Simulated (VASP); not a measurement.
# SrCl2 (Fm-3m) in VASP: settings compared

The runs below take SrCl2 through single point, with PBE, r2SCAN.

All numbers are computed with VASP 6.6.1; they aren't measurements. Logs are shortened: lines on timing, memory, paths and dates and some standing lists are left out, and cuts for length are marked.

## (1) The cell of the first run

It takes space group Fm-3m (No. 225, cubic). The conventional cell has a = 6.977 Å, b = 6.977 Å, c = 6.977 Å, α = 90.00°, β = 90.00°, γ = 90.00°. Sr (site symmetry m-3m) has 8 Cl at 3.02 Å within 4.0 Å. Within 4.0 Å of Cl (site symmetry -43m) lie 4 Sr at 3.02 Å and 6 Cl at 3.49 Å.

## (2) Single point, PBE, non-collinear spin, zero start, spin-orbit coupling

The input, INCAR:

```
SYSTEM = SrCl2
ALGO = Normal ; EDIFF = 1E-6
ENCUT = 520 ; GGA = PE
GGA_COMPAT = .False. ; ISIF = 2
ISMEAR = -1 ; LASPH = .True.
LCHARG = .True. ; LORBIT = 11
LORBMOM = .True. ; LREAL = .False.
LSORBIT = .True. ; LVHAR = .True.
LWAVE = .False. ; MAGMOM = 0 0 0 0 0 0 0 0 0
NBANDS = 37 ; NELM = 150
PREC = Accurate ; SIGMA = 0.05
```

The input, KPOINTS:

```
k-points
0
Gamma
  7 7 7
  0 0 0
```

The input, POSCAR:

```
SrCl2
1.0
    0.0000000000      3.4883500000      3.4883500000
    3.4883500000      0.0000000000      3.4883500000
    3.4883500000      3.4883500000      0.0000000000
Sr Cl
1 2
Direct
    0.0000000000      0.0000000000      0.0000000000
    0.7500000000      0.7500000000      0.7500000000
    0.2500000000      0.2500000000      0.2500000000
```

Potentials or basis: VASP PAW PBE potentials, release 64 (Sr_sv, Cl).

On the command line:

```
$ cat potpaw_PBE.64/Sr_sv/POTCAR potpaw_PBE.64/Cl/POTCAR > POTCAR
$ mpirun -np 1 vasp_ncl > vasp.out
```

OUTCAR:

```text
SYSTEM = SrCl2
   EDIFF = 1E-6
   ENCUT = 520
   GGA = PE
   ISIF = 2
   ISMEAR = -1
   LASPH = .True.
   LORBIT = 11
   LREAL = .False.
   LSORBIT = .True.
   NELM = 150
   PREC = Accurate

 ion  position               nearest neighbor table
   1  0.000  0.000  0.000-   2 3.02   2 3.02   2 3.02   2 3.02   3 3.02   3 3.02   3 3.02   3 3.02

   2  0.750  0.750  0.750-   1 3.02   1 3.02   1 3.02   1 3.02
   3  0.250  0.250  0.250-   1 3.02   1 3.02   1 3.02   1 3.02

  LATTYP: Found a face centered cubic cell.
 ALAT       =     6.9767000000

  Lattice vectors:

 A1 = (   0.0000000000,   3.4883500000,   3.4883500000)
 A2 = (   3.4883500000,   0.0000000000,   3.4883500000)
 A3 = (   3.4883500000,   3.4883500000,   0.0000000000)

Analysis of symmetry for initial positions (statically):
=====================================================================
 Subroutine PRICEL returns:
 Original cell was already a primitive cell.

 Routine SETGRP: Setting up the symmetry group for a
 face centered cubic supercell.

 Subroutine GETGRP returns: Found 48 space group operations
 (whereof 48 operations were pure point group operations)
 out of a pool of 48 trial point group operations.

The static configuration has the point symmetry O_h .

Analysis of symmetry for dynamics (positions and initial velocities):
=====================================================================
 Subroutine PRICEL returns:
 Original cell was already a primitive cell.

 Routine SETGRP: Setting up the symmetry group for a
 face centered cubic supercell.

 Subroutine GETGRP returns: Found 48 space group operations
 (whereof 48 operations were pure point group operations)
 out of a pool of 48 trial point group operations.

The dynamic configuration has the point symmetry O_h .

Analysis of structural, dynamic, and magnetic symmetry:
=====================================================================
 Subroutine PRICEL returns:
 Original cell was already a primitive cell.

 Routine SETGRP: Setting up the symmetry group for a
 face centered cubic supercell.

 Subroutine GETGRP returns: Found 48 space group operations
 (whereof 48 operations were pure point group operations)
 out of a pool of 48 trial point group operations.

The overall configuration has the point symmetry O_h .

 Subroutine INISYM returns: Found 48 space group operations
 (whereof 48 operations are pure point group operations),
 and found     1 'primitive' translations

----------------------------------------------------------------------------------------

                                     Primitive cell

  volume of cell :      84.8966

  direct lattice vectors                    reciprocal lattice vectors
     0.000000000  3.488350000  3.488350000    -0.143334241  0.143334241  0.143334241
     3.488350000  0.000000000  3.488350000     0.143334241 -0.143334241  0.143334241
     3.488350000  3.488350000  0.000000000     0.143334241  0.143334241 -0.143334241

  length of vectors
     4.933271880  4.933271880  4.933271880     0.248262188  0.248262188  0.248262188

  position of ions in fractional coordinates (direct lattice)
     0.000000000  0.000000000  0.000000000
     0.750000000  0.750000000  0.750000000
     0.250000000  0.250000000  0.250000000

  ion indices of the primitive-cell ions
   primitive index   ion index
                 1           1
                 2           2
                 3           3

----------------------------------------------------------------------------------------

 KPOINTS: k-points

Automatic generation of k-mesh.
 Grid dimensions read from file:
 generate k-points for:    7    7    7

 Generating k-lattice:

  Cartesian coordinates                     Fractional coordinates (reciprocal lattice)
[... 93 lines left out ...]

 number of electron      24.0000003 magnetization      -0.0000000     -0.0000000     -0.0000000

 number of electron      24.0000003 magnetization      -0.0000000     -0.0000000      0.0000000

 number of electron      24.0000003 magnetization       0.0000000     -0.0000000      0.0000000

 Free energy of the ion-electron system (eV)
  ---------------------------------------------------
  ext. energy  EPLUGINS =         0.00000000
  ---------------------------------------------------
  free energy    TOTEN  =       -12.87197168 eV

  energy without entropy =      -12.87197168  energy(sigma->0) =      -12.87197168

 E-fermi :   1.1596     XC(G=0):  -8.2831

 val. band max:        0.1188699157   @ k =  -0.4286   0.4286   0.0000
 cond. band min:       5.4898309488   @ k =   0.0000   0.0000   0.0000
 fundamental gap:      5.3709610331
 Fermi energy:         1.1595966321

 k-point     1 :       0.0000    0.0000    0.0000
  band No.  band energies     occupation
      1     -32.7296      1.00000
      2     -32.7296      1.00000
      3     -15.4842      1.00000
      4     -15.4842      1.00000
      5     -14.3622      1.00000
      6     -14.3622      1.00000
[... 769 lines left out ...]
     35       9.5015      0.00000
     36       9.5015      0.00000
 [bands above 36 left out]

------------------------ aborting loop because EDIFF is reached ----------------------------------------

  FORCE on cell =-STRESS in cart. coord.  units (eV):
  Direction    XX          YY          ZZ          XY          YZ          ZX
  --------------------------------------------------------------------------------------
  -------------------------------------------------------------------------------------
  Total        0.5698748      0.5698748      0.5698748      0.0000000     -0.0000000      0.0000000
  in kB       10.7547388     10.7547388     10.7547388      0.0000000     -0.0000000      0.0000000
  external PRESSURE =      10.7547388 kB  Pullay stress =       0.0000000 kB

 VOLUME and BASIS-vectors are now :
 -----------------------------------------------------------------------------
  energy-cutoff  :      520.00
  volume of cell :       84.90
      direct lattice vectors                 reciprocal lattice vectors
     0.000000000  3.488350000  3.488350000    -0.143334241  0.143334241  0.143334241
     3.488350000  0.000000000  3.488350000     0.143334241 -0.143334241  0.143334241
     3.488350000  3.488350000  0.000000000     0.143334241  0.143334241 -0.143334241

 POSITION                                       TOTAL-FORCE (eV/Angst)
 -----------------------------------------------------------------------------------
      0.00000      0.00000      0.00000        -0.000000     -0.000000      0.000000
      5.23252      5.23252      5.23252         0.000000      0.000000      0.000000
      1.74418      1.74418      1.74418         0.000000     -0.000000     -0.000000
 -----------------------------------------------------------------------------------
    total drift:                               -0.000000      0.000000      0.000000

  FREE ENERGIE OF THE ION-ELECTRON SYSTEM (eV)
  ---------------------------------------------------
  free  energy   TOTEN  =       -12.8719716804 eV

  energy  without entropy=      -12.8719716803  energy(sigma->0) =      -12.87197168

 orbital moment (x)

 # of ion     p       d       tot
 ----------------------------------------
  1         0.000  -0.000  -0.000
  2         0.000   0.000   0.000
  3         0.000   0.000   0.000
 ----------------------------------------
            0.000  -0.000  -0.000

 orbital moment (y)

 # of ion     p       d       tot
 ----------------------------------------
  1         0.000   0.000   0.000
  2         0.000   0.000   0.000
  3         0.000   0.000   0.000
 ----------------------------------------
            0.000   0.000   0.000

 orbital moment (z)

 # of ion     p       d       tot
 ----------------------------------------
  1         0.000   0.000   0.000
  2         0.000   0.000   0.000
  3         0.000   0.000   0.000
 ----------------------------------------
            0.000   0.000   0.000

 Spin-Orbit-Coupling matrix elements

 Ion:    1  E_soc:     -0.1745669
 l=   1
     0.0000000    -0.0290728    -0.0290728
    -0.0290728     0.0000000    -0.0290728
    -0.0290728    -0.0290728     0.0000000
 l=   2
     0.0000000    -0.0000056     0.0000000    -0.0000056    -0.0000161
    -0.0000056     0.0000000    -0.0000120    -0.0000056    -0.0000040
     0.0000000    -0.0000120     0.0000000    -0.0000120     0.0000000
    -0.0000056    -0.0000056    -0.0000120     0.0000000    -0.0000040
    -0.0000161    -0.0000040     0.0000000    -0.0000040     0.0000000
 l=   3
     0.0000000     0.0000000     0.0000000     0.0000000     0.0000000     0.0000000     0.0000000
     0.0000000     0.0000000     0.0000000     0.0000000     0.0000000     0.0000000     0.0000000
     0.0000000     0.0000000     0.0000000     0.0000000     0.0000000     0.0000000     0.0000000
     0.0000000     0.0000000     0.0000000     0.0000000     0.0000000     0.0000000     0.0000000
[... 29 lines left out ...]
 l=   2
     0.0000000     0.0000000     0.0000000     0.0000000     0.0000000
     0.0000000     0.0000000     0.0000000     0.0000000     0.0000000
     0.0000000     0.0000000     0.0000000     0.0000000     0.0000000
     0.0000000     0.0000000     0.0000000     0.0000000     0.0000000
     0.0000000     0.0000000     0.0000000     0.0000000     0.0000000
 l=   3
     0.0000000     0.0000000     0.0000000     0.0000000     0.0000000     0.0000000     0.0000000
     0.0000000     0.0000000     0.0000000     0.0000000     0.0000000     0.0000000     0.0000000
     0.0000000     0.0000000     0.0000000     0.0000000     0.0000000     0.0000000     0.0000000
     0.0000000     0.0000000     0.0000000     0.0000000     0.0000000     0.0000000     0.0000000
     0.0000000     0.0000000     0.0000000     0.0000000     0.0000000     0.0000000     0.0000000
     0.0000000     0.0000000     0.0000000     0.0000000     0.0000000     0.0000000     0.0000000
     0.0000000     0.0000000     0.0000000     0.0000000     0.0000000     0.0000000     0.0000000

 total charge

# of ion       s       p       d       tot
------------------------------------------
    1        1.997   5.795   0.152   7.944
    2        1.592   3.586   0.000   5.178
    3        1.592   3.586   0.000   5.178
--------------------------------------------------
tot          5.181  12.967   0.152  18.300

 magnetization (x)

# of ion       s       p       d       tot
------------------------------------------
    1        0.000   0.000   0.000   0.000
    2       -0.000   0.000   0.000   0.000
    3       -0.000   0.000   0.000   0.000
--------------------------------------------------
tot         -0.000   0.000   0.000   0.000

 magnetization (y)

# of ion       s       p       d       tot
------------------------------------------
    1        0.000   0.000   0.000   0.000
    2       -0.000   0.000   0.000  -0.000
    3       -0.000   0.000   0.000   0.000
--------------------------------------------------
tot         -0.000   0.000   0.000   0.000

 magnetization (z)

# of ion       s       p       d       tot
------------------------------------------
    1        0.000   0.000   0.000   0.000
    2        0.000   0.000   0.000   0.000
    3        0.000   0.000   0.000   0.000
--------------------------------------------------
tot          0.000   0.000   0.000   0.000
```

It took 2.3 min on 1 thread of Intel Xeon 6975P-C (Granite Rapids), shared host; peak memory 0.52 GiB.

What came out:

```
Free energy                                           : -12.8720 eV
Pressure                                              : 1.1 GPa
Net moment                                            : 0.00 μB per cell
Valence electrons inside the program's atomic spheres : Sr 7.94; Cl 5.18
```

Moments on the atoms (μB; x, y, z):
```
Sr  0.00 0.00 0.00
Cl  0.00 0.00 0.00
Cl  0.00 0.00 0.00
```

## (3) Single point, r2SCAN

This run uses another cell than the first one, of 30.00 Å³/atom.

The input, POSCAR:

```
SrCl2
1.0
    0.0000000000      3.5567663891      3.5567663891
    3.5567663891      0.0000000000      3.5567663891
    3.5567663891      3.5567663891      0.0000000000
Sr Cl
1 2
Direct
    0.0000000000      0.0000000000      0.0000000000
    0.7500000000      0.7500000000      0.7500000000
    0.2500000000      0.2500000000      0.2500000000
```

The input, INCAR.step1:

```
SYSTEM = SrCl2
PREC = Accurate
ENCUT = 520
ISMEAR = -1
SIGMA = 0.05
LREAL = .False.
LASPH = .True.
NELM = 60
NBANDS = 19
GGA = PE
ALGO = Normal
EDIFF = 1E-4
LWAVE = .True.
LCHARG = .False.
```

The input, INCAR.step2:

```
SYSTEM = SrCl2
PREC = Accurate
ENCUT = 520
EDIFF = 1E-6
ISMEAR = -1
SIGMA = 0.05
LREAL = .False.
LASPH = .True.
NELM = 60
ALGO = Normal
ISIF = 2
LWAVE = .False.
LCHARG = .True.
METAGGA = R2SCAN
LMIXTAU = .True.
LELF = .True.
LVHAR = .True.
NBANDS = 19
ISTART = 1
```

The input, KPOINTS:

```
regular mesh
0
Gamma
  7 7 7
  0 0 0
```

Potentials or basis: VASP PAW PBE potentials, release 64 (Sr_sv, Cl).

On the command line:

```
$ cat potpaw_PBE.64/Sr_sv/POTCAR potpaw_PBE.64/Cl/POTCAR > POTCAR
$ cp INCAR.step1 INCAR
$ mpirun -np 1 vasp_std > vasp.out
$ cp INCAR.step2 INCAR
$ mpirun -np 1 vasp_std > vasp.out
```

Run time: 2.1 min. Hardware: 1 thread of AMD EPYC 9R14 (Zen 4), shared host; peak memory 0.23 GiB.

The run converged. Its results:

```yaml
Free_energy: -35.6752 eV
Pressure: -1.7 GPa
Band_gap_on_the_k_mesh: 5.78 eV (least direct gap 6.08 eV)
```

Levels at points of the mesh, in eV from the valence-band top:
```tsv
k point	band 9	band 10	band 11	band 12	band 13	band 14	band 15	band 16
(0.00, 0.00, 0.00)	-1.92	-0.29	-0.29	-0.29	5.78	6.73	6.73	9.55
```

Caveat: the PAW data sets were made with another functional, which shifts forces and pressure a little; an odd mesh through Γ misses points on the zone boundary, where band edges can lie.
